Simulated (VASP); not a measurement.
# ReS (Fm-3m) in VASP: notebook

Runs on ReS. Level: PBE. Tasks: relaxation of cell and atoms, single point.

All numbers are computed with VASP 6.6.1; they aren't measurements. Logs are shortened: lines on timing, memory, paths and dates and some standing lists are left out, and cuts for length are marked.

## (1) The cell of the first run

Symmetry: Fm-3m, No. 225, cubic system. The conventional cell has a = 4.923 Å, b = 4.923 Å, c = 4.923 Å, α = 90.00°, β = 90.00°, γ = 90.00°. Within 3.3 Å of Re (site symmetry m-3m) lie 6 S at 2.46 Å. S (site symmetry m-3m) has 6 Re at 2.46 Å within 3.3 Å.

## (2) Relaxation of cell and atoms, PBE, collinear spin

INCAR reads:

```
SYSTEM = ReS
ALGO = Normal
EDIFF = 1E-6
EDIFFG = -0.01
ENCUT = 600
GGA = PE
IBRION = 2
ISIF = 3
ISMEAR = 0
ISPIN = 2
LASPH = .True.
LCHARG = .False.
LMAXMIX = 4
LORBIT = 11
LREAL = .False.
LWAVE = .False.
MAGMOM = 3.5 0
NELM = 150
NSW = 80
PREC = Accurate
SIGMA = 0.1
```

KPOINTS reads:

```
k-points
0
Gamma
  14 14 14
  0 0 0
```

POSCAR reads:

```
ReS
1.0
    0.0000000000      2.4617002155      2.4617002155
    2.4617002155      0.0000000000      2.4617002155
    2.4617002155      2.4617002155      0.0000000000
Re S
1 1
Direct
    0.0000000000      0.0000000000      0.0000000000
    0.5000000000      0.5000000000      0.5000000000
```

Potentials or basis: VASP PAW PBE potentials, release 64 (Re, S).

Started as:

```
cat potpaw_PBE.64/Re/POTCAR potpaw_PBE.64/S/POTCAR > POTCAR
mpirun -np 1 vasp_std > vasp.out
```

OUTCAR:

```text
SYSTEM = ReS
   EDIFF = 1E-6
   EDIFFG = -0.01
   ENCUT = 600
   GGA = PE
   IBRION = 2
   ISIF = 3
   ISMEAR = 0
   ISPIN = 2
   LASPH = .True.
   LORBIT = 11
   LREAL = .False.
   NELM = 150
   NSW = 80
   PREC = Accurate

 ion  position               nearest neighbor table
   1  0.000  0.000  0.000-   2 2.46   2 2.46   2 2.46   2 2.46   2 2.46   2 2.46
   2  0.500  0.500  0.500-   1 2.46   1 2.46   1 2.46   1 2.46   1 2.46   1 2.46

  LATTYP: Found a face centered cubic cell.
 ALAT       =     4.9234004310

  Lattice vectors:

 A1 = (   0.0000000000,   2.4617002155,   2.4617002155)
 A2 = (   2.4617002155,   0.0000000000,   2.4617002155)
 A3 = (   2.4617002155,   2.4617002155,   0.0000000000)

Analysis of symmetry for initial positions (statically):
=====================================================================
 Subroutine PRICEL returns:
 Original cell was already a primitive cell.

 Routine SETGRP: Setting up the symmetry group for a
 face centered cubic supercell.

 Subroutine GETGRP returns: Found 48 space group operations
 (whereof 48 operations were pure point group operations)
 out of a pool of 48 trial point group operations.

The static configuration has the point symmetry O_h .

Analysis of symmetry for dynamics (positions and initial velocities):
=====================================================================
 Subroutine PRICEL returns:
 Original cell was already a primitive cell.

 Routine SETGRP: Setting up the symmetry group for a
 face centered cubic supercell.

 Subroutine GETGRP returns: Found 48 space group operations
 (whereof 48 operations were pure point group operations)
 out of a pool of 48 trial point group operations.

The dynamic configuration has the point symmetry O_h .

Analysis of structural, dynamic, and magnetic symmetry:
=====================================================================
 Subroutine PRICEL returns:
 Original cell was already a primitive cell.

 Routine SETGRP: Setting up the symmetry group for a
 face centered cubic supercell.

 Subroutine GETGRP returns: Found 48 space group operations
 (whereof 48 operations were pure point group operations)
 out of a pool of 48 trial point group operations.

The overall configuration has the point symmetry O_h .

 Subroutine INISYM returns: Found 48 space group operations
 (whereof 48 operations are pure point group operations),
 and found     1 'primitive' translations

----------------------------------------------------------------------------------------

                                     Primitive cell

  volume of cell :      29.8356

  direct lattice vectors                    reciprocal lattice vectors
     0.000000000  2.461700216  2.461700216    -0.203111653  0.203111653  0.203111653
     2.461700216  0.000000000  2.461700216     0.203111653 -0.203111653  0.203111653
     2.461700216  2.461700216  0.000000000     0.203111653  0.203111653 -0.203111653

  length of vectors
     3.481369831  3.481369831  3.481369831     0.351799703  0.351799703  0.351799703

  position of ions in fractional coordinates (direct lattice)
     0.000000000  0.000000000  0.000000000
     0.500000000  0.500000000  0.500000000

  ion indices of the primitive-cell ions
   primitive index   ion index
                 1           1
                 2           2

----------------------------------------------------------------------------------------

 KPOINTS: k-points

Automatic generation of k-mesh.
 Grid dimensions read from file:
 generate k-points for:   14   14   14

 Generating k-lattice:

  Cartesian coordinates                     Fractional coordinates (reciprocal lattice)
    -0.014507975  0.014507975  0.014507975     0.071428571  0.000000000  0.000000000
     0.014507975 -0.014507975  0.014507975     0.000000000  0.071428571  0.000000000
     0.014507975  0.014507975 -0.014507975     0.000000000  0.000000000  0.071428571

  Length of vectors
     0.025128550  0.025128550  0.025128550

  Shift w.r.t. Gamma in fractional coordinates (k-lattice)
     0.000000000  0.000000000  0.000000000

 Subroutine IBZKPT returns following result:
 ===========================================

 Found    104 irreducible k-points:

 Following reciprocal coordinates:
            Coordinates               Weight
  0.000000  0.000000  0.000000      1.000000
  0.071429  0.000000  0.000000      8.000000
  0.142857  0.000000  0.000000      8.000000
  0.214286  0.000000  0.000000      8.000000
  0.285714  0.000000  0.000000      8.000000
  0.357143  0.000000  0.000000      8.000000
[... 16 lines left out ...]
  0.214286  0.142857  0.000000     24.000000
  0.285714  0.142857  0.000000     24.000000
 [... further k-points ...]
   k-points           NKPTS =    104   k-points in BZ     NKDIM =    104   number of bands    NBANDS=     12
   number of dos      NEDOS =    301   number of ions     NIONS =      2
   total plane-waves  NPLWV =  21952
   dimension x,y,z NGX =    28 NGY =   28 NGZ =   28
   dimension x,y,z NGXF=    56 NGYF=   56 NGZF=   56
   ions per type =               1   1
   NGX,Y,Z   is equivalent  to a cutoff of  13.37, 13.37, 13.37 a.u.
   NGXF,Y,Z  is equivalent  to a cutoff of  26.74, 26.74, 26.74 a.u.
 SYSTEM =  ReS
   PREC   = accura    normal or accurate (medium, high low for compatibility)
   ISTART =      0    job   : 0-new  1-cont  2-samecut
   ICHARG =      2    charge: 1-file 2-atom 10-const
   ISPIN  =      2    spin polarized calculation?
   LNONCOLLINEAR =      F non collinear calculations
   LSORBIT =      F    spin-orbit coupling
   LASPH  =      T    aspherical Exc in radial PAW
   ENCUT  =  600.0 eV  44.10 Ry    6.64 a.u.   6.95  6.95  6.95*2*pi/ulx,y,z
   NELM   =    150;   NELMIN=  2; NELMDL= -5     # of ELM steps
   EDIFF  = 0.1E-05   stopping-criterion for ELM
   LREAL  =      F    real-space projection
   EDIFFG = -.1E-01   stopping-criterion for IOM
   NSW    =     80    number of steps for IOM
   IBRION =      2    ionic relax: 0-MD 1-quasi-New 2-CG
   NFREE  =      1    steps in history (QN), initial steepest desc. (CG)
   ISIF   =      3    stress and relaxation
   ISYM   =      2    0-nonsym 1-usesym 2-fastsym
   POTIM  = 0.5000    time-step for ionic-motion
   TEBEG  =    0.0;   TEEND  =   0.0 temperature during run
   PSTRESS=    0.0 pullay stress
   NELECT =      13.0000    total number of electrons
   NUPDOWN=      -1.0000    fix difference up-down
   EMIN   =  10.00;   EMAX   =-10.00  energy-range for DOS
   EFERMI =   0.00;   METHOD = LEGACY
   ISMEAR =     0;   SIGMA  =   0.10  broadening in eV -4-tet -1-fermi 0-gaus
   EFERMI_NEDOS =   21; number of points for ismear=-14 and -15
   IALGO  =     38    algorithm
   IMIX   =      4    mixing-type and parameters
     AMIX     =   0.40;   BMIX     =  1.00
     AMIX_MAG =   1.60;   BMIX_MAG =  1.00
  volume/ion in A,a.u.               =      14.92       100.67
  Fermi-wavevector in a.u.,A,eV,Ry     =   1.241111  2.345361 20.957838  1.540358
  Thomas-Fermi vector in A             =   2.375523
   LORBIT       =     11    0 simple, 1 ext, 2 COOP (PROOUT), +10 PAW based schemes
   GGA     = PE    functional components
   LHFCALC =     F    Hartree Fock is set to
   AEXX    =    0.0000 exact exchange contribution
   IVDW    =     0    specifies the selected vdW correction
   LEPSILON=     F    determine dielectric tensor
   LRPA    =     F    only Hartree local field effects (RPA)
 conjugate gradient relaxation of ions
 spin polarized calculation
 Gauss-broadening in eV      SIGMA  =   0.10
  energy-cutoff  :      600.00
  volume of cell :       29.84
 maximum number of plane-waves:      1012
   NGX = 13   NGY = 13   NGZ = 13

--------------------------------------- Ionic step        1  -------------------------------------------

 number of electron      13.0000000 magnetization       0.8613888

 Free energy of the ion-electron system (eV)
  ---------------------------------------------------
  ext. energy  EPLUGINS =         0.00000000
  ---------------------------------------------------
  free energy    TOTEN  =       -14.50592632 eV

  energy without entropy =      -14.49202034  energy(sigma->0) =      -14.49897333

------------------------ aborting loop because EDIFF is reached ----------------------------------------

  FORCE on cell =-STRESS in cart. coord.  units (eV):
  Direction    XX          YY          ZZ          XY          YZ          ZX
  --------------------------------------------------------------------------------------
  -------------------------------------------------------------------------------------
  Total        0.4667418      0.4667418      0.4667418      0.0000000      0.0000000     -0.0000000
  in kB       25.0640805     25.0640805     25.0640805      0.0000000      0.0000000     -0.0000000
  external PRESSURE =      25.0640805 kB  Pullay stress =       0.0000000 kB
[... 57 lines left out ...]
  energy  without entropy=      -14.4907105986  energy(sigma->0) =      -14.49760092

--------------------------------------- Ionic step        3  -------------------------------------------

 number of electron      13.0000001 magnetization       1.0242928

 Free energy of the ion-electron system (eV)
  ---------------------------------------------------
  ext. energy  EPLUGINS =         0.00000000
  ---------------------------------------------------
  free energy    TOTEN  =       -14.50934621 eV

  energy without entropy =      -14.49585539  energy(sigma->0) =      -14.50260080

 E-fermi :   8.8762     XC(G=0): -12.3380

 val. band max:        8.8730505787   @ k =  -0.3571   0.2857   0.0000
 cond. band min:       8.8773613740   @ k =  -0.2143   0.2857   0.0714
 fundamental gap:      0.0043107953
 Fermi energy:         8.8762070662

 spin component 1

 k-point     1 :       0.0000    0.0000    0.0000
  band No.  band energies     occupation
      1      -8.0088      1.00000
      2       5.8453      1.00000
      3       5.8453      1.00000
      4       5.8454      1.00000
      5       5.8497      1.00000
      6       5.8497      1.00000
      7       5.8497      1.00000
      8       6.3096      1.00000
      9       6.3097      1.00000
     10      11.0761      0.00000
     11      17.8856      0.00000
     12      21.6895      0.00000
[... 331 lines left out ...]
 k-point    24 :       0.2857    0.1429    0.0000
  band No.  band energies     occupation
      1      -7.0243      1.00000
      2       1.5876      1.00000
      3       3.3207      1.00000
      4       3.6739      1.00000
      5       5.8636      1.00000
      6       7.2307      1.00000
      7       8.0624      1.00000
      8       9.0857      0.00152
      9      10.4474      0.00000
     10      15.0682      0.00000
     11      16.3876      0.00000
     12      18.2444      0.00000

 [... further k-points ...]

 spin component 2

 k-point     1 :       0.0000    0.0000    0.0000
  band No.  band energies     occupation
      1      -7.9166      1.00000
      2       5.8875      1.00000
      3       5.8875      1.00000
      4       5.8875      1.00000
      5       6.4573      1.00000
      6       6.4573      1.00000
      7       6.4573      1.00000
      8       6.7451      1.00000
      9       6.7451      1.00000
     10      11.3674      0.00000
     11      18.0531      0.00000
     12      21.9211      0.00000
[... 374 lines left out ...]
  FREE ENERGIE OF THE ION-ELECTRON SYSTEM (eV)
  ---------------------------------------------------
  free  energy   TOTEN  =       -14.5093462064 eV

  energy  without entropy=      -14.4958553918  energy(sigma->0) =      -14.50260080

 reached required accuracy - stopping structural energy minimisation

 total charge

# of ion       s       p       d       tot
------------------------------------------
    1        0.468   0.389   4.962   5.818
    2        1.306   2.345   0.000   3.652
--------------------------------------------------
tot          1.774   2.734   4.962   9.470

 magnetization (x)

# of ion       s       p       d       tot
------------------------------------------
    1        0.058   0.006   0.897   0.961
    2        0.003   0.004   0.000   0.007
--------------------------------------------------
tot          0.062   0.009   0.897   0.968
```

It took 2.6 min on 1 thread of AMD EPYC 9R45 (Zen 5), shared host; peak memory 0.21 GiB.

Results:

```yaml
Free_energy: -14.5093 eV
Relaxed_volume: 15.14 Å³/atom
Relaxed_cell: a = 3.499 Å, b = 3.499 Å, c = 3.499 Å, α = 60.00°, β = 60.00°, γ = 60.00°
Space_group_after_relaxing_to_0.1_Å: Fm-3m (No. 225)
Energy_gained_by_relaxing: 1.7 meV/atom
Ionic_steps: 3
Pressure_after_relaxing: 0.0 GPa
Band_gap_on_the_k_mesh: zero (filled and empty bands overlap)
Net_moment: 1.02 μB per cell
Site_moments: Re +0.96; S +0.01 μB
Valence_electrons_inside_the_program's_atomic_spheres: Re 5.82; S 3.65
```

The path:
```tsv
step	energy change (eV)	largest force (eV/Å)	pressure (GPa)	volume (Å³)
1	0.0000	0.0000	2.51	29.84
2	0.0014	0.0000	-2.63	30.85
3	-0.0034	0.0000	0.02	30.29
```

Final structure:
```
CELL_PARAMETERS angstrom
0.00000 2.47403 2.47403
2.47403 0.00000 2.47403
2.47403 2.47403 0.00000
ATOMIC_POSITIONS crystal
Re 0.00000 0.00000 0.00000
S 0.50000 0.50000 0.50000
```

Levels at points of the mesh, in eV from the Fermi level:
Spin up:
| k point | band 3 | band 4 | band 5 | band 6 | band 7 | band 8 | band 9 | band 10 | band 11 | band 12 |
| --- | --- | --- | --- | --- | --- | --- | --- | --- | --- | --- |
| (0.00, 0.00, 0.00) | -3.03 | -3.03 | -3.03 | -3.03 | -3.03 | -2.57 | -2.57 | 2.20 | 9.01 | 12.81 |
| (0.50, 0.00, 0.00) | -6.73 | -6.73 | -0.60 | -0.60 | -0.05 | 2.37 | 5.02 | 5.02 | 5.95 | 5.95 |
| (0.50, 0.50, 0.00) | -4.85 | -4.56 | -4.56 | -1.50 | 0.13 | 0.13 | 0.19 | 2.22 | 10.63 | 11.01 |
Spin down:
| k point | band 3 | band 4 | band 5 | band 6 | band 7 | band 8 | band 9 | band 10 |
| --- | --- | --- | --- | --- | --- | --- | --- | --- |
| (0.00, 0.00, 0.00) | -2.99 | -2.99 | -2.42 | -2.42 | -2.42 | -2.13 | -2.13 | 2.49 |
| (0.50, 0.00, 0.00) | -6.51 | -6.51 | 0.14 | 0.14 | 0.64 | 2.53 | 5.34 | 5.34 |
| (0.50, 0.50, 0.00) | -4.50 | -4.50 | -4.34 | -1.05 | 0.63 | 0.92 | 0.92 | 2.65 |

Caveat: spin-orbit coupling is left out, which moves the levels of the heavy elements.

## (3) Single point, PBE, collinear spin

This run uses another cell than the first one: it holds 4 atoms, not 2.

INCAR reads:

```
PREC = Accurate ; ENCUT = 520
EDIFF = 1E-6 ; ISMEAR = 0
SIGMA = 0.1 ; LREAL = False
LASPH = True ; NELM = 150
ALGO = Normal ; ISIF = 2
LWAVE = False ; LCHARG = True
ISPIN = 2 ; MAGMOM = 2 -2 0 0
LORBIT = 11 ; LMAXMIX = 4
GGA = PE ; LELF = True
LVHAR = True ; NBANDS = 25
```

KPOINTS reads:

```
Automatic mesh
0
Gamma
  14 14 7
```

POSCAR reads:

```
ReS
1.0
    0.0000000000      2.4617002166      2.4617002166
    2.4617002166      0.0000000000      2.4617002166
    4.9234004332      4.9234004332      0.0000000000
Re S
2 2
Direct
    0.0000000000      1.0000000000      1.0000000000
    0.0000000000      1.0000000000      0.5000000000
    0.5000000000      0.5000000000      0.2500000000
    0.5000000000      0.5000000000      0.7500000000
```

Potentials or basis: VASP PAW PBE potentials, release 64 (Re, S).

Started as:

```
cat potpaw_PBE.64/Re/POTCAR potpaw_PBE.64/S/POTCAR > POTCAR
mpirun -np 1 vasp_std > vasp.out
```

Run time: 11 min. Hardware: 1 thread of Intel Xeon Platinum 8488C (Sapphire Rapids), shared host; peak memory 0.45 GiB.

It converged, with:

* Free energy: -29.0031 eV
* Pressure: 2.0 GPa
* Band gap on the k mesh: zero (filled and empty bands overlap)
* Net moment: 0.00 μB per cell
* Site moments: Re +0.60, -0.60; S +0.00 μB
* Valence electrons inside the program's atomic spheres: Re 5.85; S 3.66

Stress tensor (GPa, compression positive):
```
 2.01 -1.12  1.12
-1.12  2.01  1.12
 1.12  1.12  2.01
```

Levels at points of the mesh, in eV from the Fermi level:
Spin up:
```tsv
k point	band 9	band 10	band 11	band 12	band 13	band 14	band 15	band 16	band 17	band 18
(0.00, 0.00, 0.00)	-2.83	-2.83	-2.83	-2.42	-2.42	-0.24	-0.24	0.29	2.42	2.47
(0.50, 0.00, 0.00)	-4.58	-1.33	-0.33	-0.29	0.18	0.42	0.59	0.65	2.43	2.53
```
Spin down:
```tsv
k point	band 10	band 11	band 12	band 13	band 14	band 15	band 16	band 17
(0.00, 0.00, 0.00)	-2.83	-2.83	-2.42	-2.42	-0.24	-0.24	0.29	2.42
(0.50, 0.00, 0.00)	-1.33	-0.33	-0.29	0.18	0.42	0.59	0.65	2.43
```

Caveat: spin-orbit coupling is left out, which moves the levels of the heavy elements.
